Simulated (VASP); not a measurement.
# Rh (P6_3/mmc) in VASP: further runs

Rh is run at these levels: RPBE; tasks: single point, relaxation of cell and atoms.

All numbers are computed with VASP 6.6.1; they aren't measurements. Logs are shortened: lines on timing, memory, paths and dates and some standing lists are left out, and cuts for length are marked.

**1. The cell of the first run**

Symmetry: P6_3/mmc, No. 194, hexagonal system. Conventional cell: a = 2.779 Å, b = 2.779 Å, c = 4.476 Å, α = 90.00°, β = 90.00°, γ = 120.00°. Within 3.6 Å of Rh (site symmetry -6m2) lie 12 Rh at 2.75 to 2.78 Å.

**2. Single point, RPBE (volume scaled by 1.04)**

Contents of INCAR:

```
ALGO = Normal
EDIFF = 1E-6
ENCUT = 520
GGA = RP
ISIF = 2
ISMEAR = -1
LASPH = True
LCHARG = False
LREAL = False
LWAVE = False
NBANDS = 22
NELM = 80
PREC = Accurate
SIGMA = 0.1
```

Contents of KPOINTS:

```
k-points
0
Gamma
  15 15 8
```

Contents of POSCAR:

```
Rh
1.0
    2.7789877635      0.0000000000      0.0000000000
   -1.3894938817      2.4066740000      0.0000000000
    0.0000000000      0.0000000000      4.4764737631
Rh
2
Direct
    0.3333333333      0.6666666667      0.2500000000
    0.6666666667      0.3333333333      0.7500000000
```

Potentials or basis: VASP PAW PBE potentials, release 64 (Rh_pv).

Launch:

```sh
$ cat potpaw_PBE.64/Rh_pv/POTCAR > POTCAR
$ mpirun -np 1 vasp_std > vasp.out
```

OUTCAR:

```text
EDIFF = 1E-6
   ENCUT = 520
   GGA = RP
   ISIF = 2
   ISMEAR = -1
   LASPH = True
   LREAL = False
   NELM = 80
   PREC = Accurate

 ion  position               nearest neighbor table
   1  0.333  0.667  0.250-   2 2.75   2 2.75   2 2.75   2 2.75   2 2.75   2 2.75
   2  0.667  0.333  0.750-   1 2.75   1 2.75   1 2.75   1 2.75   1 2.75   1 2.75

  LATTYP: Found a hexagonal cell.
 ALAT       =     2.7789877635
 C/A-ratio  =     1.6108288859

  Lattice vectors:

 A1 = (   2.7789877635,   0.0000000000,   0.0000000000)
 A2 = (  -1.3894938817,   2.4066740000,   0.0000000000)
 A3 = (   0.0000000000,   0.0000000000,   4.4764737631)

Analysis of symmetry for initial positions (statically):
=====================================================================
 Subroutine PRICEL returns:
 Original cell was already a primitive cell.

 Routine SETGRP: Setting up the symmetry group for a
 hexagonal supercell.

 Subroutine GETGRP returns: Found 24 space group operations
 (whereof 12 operations were pure point group operations)
 out of a pool of 24 trial point group operations.

The static configuration has the point symmetry D_3d.
 The point group associated with its full space group is D_6h.

Analysis of symmetry for dynamics (positions and initial velocities):
=====================================================================
 Subroutine PRICEL returns:
 Original cell was already a primitive cell.

 Routine SETGRP: Setting up the symmetry group for a
 hexagonal supercell.

 Subroutine GETGRP returns: Found 24 space group operations
 (whereof 12 operations were pure point group operations)
 out of a pool of 24 trial point group operations.

The dynamic configuration has the point symmetry D_3d.
 The point group associated with its full space group is D_6h.

 Subroutine INISYM returns: Found 24 space group operations
 (whereof 12 operations are pure point group operations),
 and found     1 'primitive' translations

----------------------------------------------------------------------------------------

                                     Primitive cell

  volume of cell :      29.9392

  direct lattice vectors                    reciprocal lattice vectors
     2.778987763  0.000000000  0.000000000     0.359843254  0.207755600  0.000000000
    -1.389493882  2.406674000  0.000000000     0.000000000  0.415511199  0.000000000
     0.000000000  0.000000000  4.476473763     0.000000000  0.000000000  0.223390118

  length of vectors
     2.778987763  2.778987763  4.476473763     0.415511199  0.415511199  0.223390118

  position of ions in fractional coordinates (direct lattice)
     0.333333333  0.666666667  0.250000000
     0.666666667  0.333333333  0.750000000

  ion indices of the primitive-cell ions
   primitive index   ion index
                 1           1
                 2           2

----------------------------------------------------------------------------------------

 KPOINTS: k-points

Automatic generation of k-mesh.
 Grid dimensions read from file:
 generate k-points for:   15   15    8

 Generating k-lattice:

  Cartesian coordinates                     Fractional coordinates (reciprocal lattice)
     0.023989550  0.013850373  0.000000000     0.066666667  0.000000000  0.000000000
     0.000000000  0.027700747  0.000000000     0.000000000  0.066666667  0.000000000
     0.000000000  0.000000000  0.027923765     0.000000000  0.000000000  0.125000000

  Length of vectors
     0.027700747  0.027700747  0.027923765

  Shift w.r.t. Gamma in fractional coordinates (k-lattice)
     0.000000000  0.000000000  0.000000000

 Subroutine IBZKPT returns following result:
 ===========================================

 Found    135 irreducible k-points:

 Following reciprocal coordinates:
            Coordinates               Weight
  0.000000  0.000000  0.000000      1.000000
  0.066667  0.000000  0.000000      6.000000
  0.133333 -0.000000  0.000000      6.000000
  0.200000 -0.000000  0.000000      6.000000
  0.266667 -0.000000  0.000000      6.000000
  0.333333  0.000000  0.000000      6.000000
[... 16 lines left out ...]
  0.333333  0.200000  0.000000     12.000000
  0.400000  0.200000  0.000000      6.000000
 [... further k-points ...]
   k-points           NKPTS =    135   k-points in BZ     NKDIM =    135   number of bands    NBANDS=     22
   number of dos      NEDOS =    301   number of ions     NIONS =      2
   total plane-waves  NPLWV =  20736
   dimension x,y,z NGX =    24 NGY =   24 NGZ =   36
   dimension x,y,z NGXF=    48 NGYF=   48 NGZF=   72
   ions per type =               2
   NGX,Y,Z   is equivalent  to a cutoff of  14.36, 14.36, 13.37 a.u.
   NGXF,Y,Z  is equivalent  to a cutoff of  28.71, 28.71, 26.74 a.u.
 SYSTEM =  unknown system
   PREC   = accura    normal or accurate (medium, high low for compatibility)
   ISTART =      0    job   : 0-new  1-cont  2-samecut
   ICHARG =      2    charge: 1-file 2-atom 10-const
   ISPIN  =      1    spin polarized calculation?
   LNONCOLLINEAR =      F non collinear calculations
   LSORBIT =      F    spin-orbit coupling
   LASPH  =      T    aspherical Exc in radial PAW
   ENCUT  =  520.0 eV  38.22 Ry    6.18 a.u.   5.17  5.17  8.32*2*pi/ulx,y,z
   NELM   =     80;   NELMIN=  2; NELMDL= -5     # of ELM steps
   EDIFF  = 0.1E-05   stopping-criterion for ELM
   LREAL  =      F    real-space projection
   EDIFFG = 0.1E-04   stopping-criterion for IOM
   NSW    =      0    number of steps for IOM
   IBRION =     -1    ionic relax: 0-MD 1-quasi-New 2-CG
   NFREE  =      0    steps in history (QN), initial steepest desc. (CG)
   ISIF   =      2    stress and relaxation
   ISYM   =      2    0-nonsym 1-usesym 2-fastsym
   POTIM  = 0.5000    time-step for ionic-motion
   TEBEG  =    0.0;   TEEND  =   0.0 temperature during run
   PSTRESS=    0.0 pullay stress
   NELECT =      30.0000    total number of electrons
   NUPDOWN=      -1.0000    fix difference up-down
   EMIN   =  10.00;   EMAX   =-10.00  energy-range for DOS
   EFERMI =   0.00;   METHOD = LEGACY
   ISMEAR =    -1;   SIGMA  =   0.10  broadening in eV -4-tet -1-fermi 0-gaus
   EFERMI_NEDOS =   21; number of points for ismear=-14 and -15
   IALGO  =     38    algorithm
   IMIX   =      4    mixing-type and parameters
     AMIX     =   0.40;   BMIX     =  1.00
     AMIX_MAG =   1.60;   BMIX_MAG =  1.00
  volume/ion in A,a.u.               =      14.97       101.02
  Fermi-wavevector in a.u.,A,eV,Ry     =   1.638206  3.095761 36.514227  2.683720
  Thomas-Fermi vector in A             =   2.729218
   LORBIT       =      0    0 simple, 1 ext, 2 COOP (PROOUT), +10 PAW based schemes
   GGA     = RP    functional components
   LHFCALC =     F    Hartree Fock is set to
   AEXX    =    0.0000 exact exchange contribution
   IVDW    =     0    specifies the selected vdW correction
   LEPSILON=     F    determine dielectric tensor
   LRPA    =     F    only Hartree local field effects (RPA)
 non-spin polarized calculation
  energy-cutoff  :      520.00
  volume of cell :       29.94
 maximum number of plane-waves:       817
 NGX is ok and might be reduce to    24
   NGX = 11   NGY = 11   NGZ = 17

 number of electron      30.0000001 magnetization

 Free energy of the ion-electron system (eV)
  ---------------------------------------------------
  ext. energy  EPLUGINS =         0.00000000
  ---------------------------------------------------
  free energy    TOTEN  =       -13.18912049 eV

  energy without entropy =      -13.06196965  energy(sigma->0) =      -13.12554507

 E-fermi :  10.5686     XC(G=0): -13.3836

 val. band max:       10.5625052888   @ k =   0.4667   0.0000   0.2500
 cond. band min:      10.5694012129   @ k =   0.4000   0.2000   0.2500
 fundamental gap:      0.0068959241
 Fermi energy:        10.5685600262

 k-point     1 :       0.0000    0.0000    0.0000
  band No.  band energies     occupation
      1     -36.2854      2.00000
      2     -35.7936      2.00000
      3     -35.7936      2.00000
      4     -35.7237      2.00000
      5     -35.7110      2.00000
      6     -35.7110      2.00000
[... 14 lines left out ...]
     21      28.6662      0.00000
     22      29.1133      0.00000

 k-point     2 :       0.0667    0.0000    0.0000
  band No.  band energies     occupation
      1     -36.2777      2.00000
      2     -35.8106      2.00000
      3     -35.7993      2.00000
      4     -35.7287      2.00000
      5     -35.7271      2.00000
      6     -35.7137      2.00000
[... 14 lines left out ...]
     21      28.8219      0.00000
     22      29.1360      0.00000

 k-point     3 :       0.1333   -0.0000    0.0000
  band No.  band energies     occupation
      1     -36.2555      2.00000
      2     -35.8588      2.00000
      3     -35.8149      2.00000
      4     -35.7784      2.00000
      5     -35.7371      2.00000
      6     -35.7217      2.00000
[... 14 lines left out ...]
     21      28.7000      0.00000
     22      29.1919      0.00000

 k-point     4 :       0.2000   -0.0000    0.0000
  band No.  band energies     occupation
      1     -36.2206      2.00000
      2     -35.9298      2.00000
      3     -35.8505      2.00000
      4     -35.8373      2.00000
      5     -35.7538      2.00000
      6     -35.7339      2.00000
[... 14 lines left out ...]
     21      27.9529      0.00000
     22      28.6807      0.00000

 k-point     5 :       0.2667   -0.0000    0.0000
  band No.  band energies     occupation
      1     -36.1765      2.00000
      2     -36.0117      2.00000
      3     -35.9317      2.00000
      4     -35.8624      2.00000
      5     -35.7770      2.00000
      6     -35.7485      2.00000
[... 417 lines left out ...]
 k-point    22 :       0.2667    0.2000    0.0000
  band No.  band energies     occupation
      1     -36.0998      2.00000
      2     -36.0690      2.00000
      3     -36.0603      2.00000
      4     -35.9318      2.00000
      5     -35.8450      2.00000
      6     -35.8449      2.00000
[... 14 lines left out ...]
     21      20.7187      0.00000
     22      25.9691      0.00000

 k-point    23 :       0.3333    0.2000    0.0000
  band No.  band energies     occupation
      1     -36.1355      2.00000
      2     -36.0638      2.00000
      3     -36.0272      2.00000
      4     -35.9691      2.00000
      5     -35.8768      2.00000
      6     -35.8645      2.00000
[... 14 lines left out ...]
     21      21.5569      0.00000
     22      25.2882      0.00000

 k-point    24 :       0.4000    0.2000    0.0000
  band No.  band energies     occupation
      1     -36.1479      2.00000
      2     -36.0615      2.00000
      3     -36.0069      2.00000
      4     -35.9863      2.00000
      5     -35.8935      2.00000
      6     -35.8712      2.00000
[... 14 lines left out ...]
     21      22.2592      0.00000
     22      24.3509      0.00000

 [... further k-points ...]

------------------------ aborting loop because EDIFF is reached ----------------------------------------

  FORCE on cell =-STRESS in cart. coord.  units (eV):
  Direction    XX          YY          ZZ          XY          YZ          ZX
  --------------------------------------------------------------------------------------
  -------------------------------------------------------------------------------------
  Total       -1.4948533     -1.4948533     -1.5796209     -0.0000000      0.0000000      0.0000000
  in kB      -79.9961751    -79.9961751    -84.5324614     -0.0000000      0.0000000      0.0000000
  external PRESSURE =     -81.5082705 kB  Pullay stress =       0.0000000 kB

 VOLUME and BASIS-vectors are now :
 -----------------------------------------------------------------------------
  energy-cutoff  :      520.00
  volume of cell :       29.94
      direct lattice vectors                 reciprocal lattice vectors
     2.778987763  0.000000000  0.000000000     0.359843254  0.207755600  0.000000000
    -1.389493882  2.406674000  0.000000000     0.000000000  0.415511199  0.000000000
     0.000000000  0.000000000  4.476473763     0.000000000  0.000000000  0.223390118

 POSITION                                       TOTAL-FORCE (eV/Angst)
 -----------------------------------------------------------------------------------
     -0.00000      1.60445      1.11912        -0.000000     -0.000000      0.000000
      1.38949      0.80222      3.35736         0.000000      0.000000      0.000000
 -----------------------------------------------------------------------------------
    total drift:                               -0.000000      0.000000     -0.000000

  FREE ENERGIE OF THE ION-ELECTRON SYSTEM (eV)
  ---------------------------------------------------
  free  energy   TOTEN  =       -13.1891204867 eV

  energy  without entropy=      -13.0619696461  energy(sigma->0) =      -13.12554507
```

Run time: 23 s. Hardware: 1 thread of Intel Xeon 6975P-C (Granite Rapids), shared host; peak memory 0.2 GiB.

Results:

- Free energy: -13.1891 eV
- Pressure: -8.2 GPa
- Band gap on the k mesh: zero (band 15 reaches 11.12 eV, above the bottom of band 16 at 9.11 eV)

Levels at points of the mesh, in eV from the Fermi level:
```tsv
k point	band 12	band 13	band 14	band 15	band 16	band 17	band 18	band 19
(0.00, 0.00, 0.00)	-2.17	-2.17	-1.68	-1.68	0.13	0.13	0.91	7.93
(0.00, 0.00, 0.50)	-2.74	-2.74	-2.74	-0.38	-0.38	-0.38	-0.38	14.48
```

Caveat: the PAW data sets were made with another functional, which shifts forces and pressure a little.

(Part 1 of 2 ends here.)
